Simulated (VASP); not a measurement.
Runs of VASP 6.6.1 on CaSe. The structure is that of space group Fm-3m (No. 225), or close to it. The cells are those of the table. 

```csv
task,cell,gap on the mesh (eV),pressure (GPa)
electric field gradients,"a = 4.144 Å, angles 60.0°, 2 atoms",1.83,-1.6
single point,"a = 4.172 Å, angles 60.0°, 2 atoms",1.88,-2.6
electric field gradients,"a = 4.172 Å, angles 60.0°, 2 atoms",1.88,-2.6
single point,"a = 4.144 Å, angles 60.0°, 2 atoms",1.83,-1.6
single point,"a = 4.228 Å, angles 60.0°, 2 atoms",(a),-4.3
```

Alike in all rows: level LDA; potentials or basis VASP PAW LDA potentials, release 64 (Ca_sv, Se); no spin polarisation; k mesh 9 × 9 × 9; cutoff (eV) 520; smearing fermi-dirac 0.03 eV.

Task: Estimate the missing entries.

Result: (a) 1.98.

Caveats: an odd mesh through Γ misses points on the zone boundary, where band edges can lie; the cell stands under tension (at least some runs).

A k mesh can miss the band edges, and the runs leave out spin-orbit coupling on Se.
